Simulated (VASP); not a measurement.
A run of VASP 6.6.1 is set up as follows.

Contents of POSCAR.step1:

```
Pd
1.0
    2.6975164816      0.0000000000      0.0000000000
   -1.3487582408      2.3361178002      0.0000000000
    0.0000000000      0.0000000000      4.4856385209
Pd
2
Direct
    0.3333333333      0.6666666667      0.2500000000
    0.6666666667      0.3333333333      0.7500000000
```

The input POSCAR.step2:

```
Pd
1.0
    2.7268396102      0.0000000000      0.0000000000
   -1.3634198051      2.3615123745      0.0000000000
    0.0000000000      0.0000000000      4.5343992815
Pd
2
Direct
    0.3333333333      0.6666666667      0.2500000000
    0.6666666667      0.3333333333      0.7500000000
```

File POSCAR.step3:

```
Pd
1.0
    2.7555452945      0.0000000000      0.0000000000
   -1.3777726473      2.3863722263      0.0000000000
    0.0000000000      0.0000000000      4.5821333081
Pd
2
Direct
    0.3333333333      0.6666666667      0.2500000000
    0.6666666667      0.3333333333      0.7500000000
```

Contents of POSCAR.step4:

```
Pd
1.0
    2.7836650458      0.0000000000      0.0000000000
   -1.3918325229      2.4107246453      0.0000000000
    0.0000000000      0.0000000000      4.6288930000
Pd
2
Direct
    0.3333333333      0.6666666667      0.2500000000
    0.6666666667      0.3333333333      0.7500000000
```

The input POSCAR.step5:

```
Pd
1.0
    2.8112278784      0.0000000000      0.0000000000
   -1.4056139392      2.4345947585      0.0000000000
    0.0000000000      0.0000000000      4.6747266045
Pd
2
Direct
    0.3333333333      0.6666666667      0.2500000000
    0.6666666667      0.3333333333      0.7500000000
```

POSCAR.step6

```
Pd
1.0
    2.8382605740      0.0000000000      0.0000000000
   -1.4191302870      2.4580057597      0.0000000000
    0.0000000000      0.0000000000      4.7196786564
Pd
2
Direct
    0.3333333333      0.6666666667      0.2500000000
    0.6666666667      0.3333333333      0.7500000000
```

Contents of POSCAR.step7:

```
Pd
1.0
    2.8647879113      0.0000000000      0.0000000000
   -1.4323939557      2.4809791077      0.0000000000
    0.0000000000      0.0000000000      4.7637903595
Pd
2
Direct
    0.3333333333      0.6666666667      0.2500000000
    0.6666666667      0.3333333333      0.7500000000
```

INCAR

```
SYSTEM = Pd
ALGO     = Normal         ! electronic algorithm
EDIFF    = 1E-7           ! SCF threshold, eV
ENCUT    = 650            ! plane-wave cutoff, eV
GGA      = CA             ! functional
GGA_COMPAT= .FALSE.      
ISIF     = 2              ! what is computed and relaxed
ISMEAR   = 2              ! smearing method
LASPH    = .TRUE.         ! aspherical terms in the spheres
LCHARG   = .FALSE.        ! write CHGCAR
LREAL    = .FALSE.        ! projectors in reciprocal space
LWAVE    = .FALSE.        ! write WAVECAR
NELM     = 120            ! most SCF steps
NSW      = 0              ! ionic steps
PREC     = Accurate       ! precision mode
SIGMA    = 0.05           ! smearing width, eV
```

KPOINTS

```
Automatic mesh
0
Gamma
  21 21 11
  0 0 0
```

Potentials or basis: VASP PAW LDA potentials, release 64 (Pd).

Command:

```bash
$ cat potpaw_LDA.64/Pd/POTCAR > POTCAR
$ cp POSCAR.step1 POSCAR
$ mpirun -np 1 vasp_std > vasp.out
$ cp POSCAR.step2 POSCAR
$ mpirun -np 1 vasp_std > vasp.out
$ cp POSCAR.step3 POSCAR
$ mpirun -np 1 vasp_std > vasp.out
$ cp POSCAR.step4 POSCAR
$ mpirun -np 1 vasp_std > vasp.out
$ cp POSCAR.step5 POSCAR
$ mpirun -np 1 vasp_std > vasp.out
$ cp POSCAR.step6 POSCAR
$ mpirun -np 1 vasp_std > vasp.out
$ cp POSCAR.step7 POSCAR
$ mpirun -np 1 vasp_std > vasp.out
```

**Question.** Predict the pressure derivative of the bulk modulus.

**Answer.** 5.5.

**Question.** What does it give for the bulk modulus at fixed shape and positions?

**Answer.** 225 GPa.

**Question.** Estimate the equilibrium volume.

**Answer.** 14.22 Å³/atom.

Energy against volume, from the lowest point:
| volume (Å³/atom) | energy (meV/atom) |
| --- | --- |
| 14.134 | 0.00 |
| 14.600 | 6.21 |
| 15.065 | 30.50 |
| 15.531 | 69.37 |
| 15.997 | 119.93 |
| 16.463 | 179.85 |
| 16.929 | 247.17 |

Caveat: the cell was scaled at fixed shape and fractional positions, which overstates the stiffness of a crystal with free parameters, most of all of layers and chains.
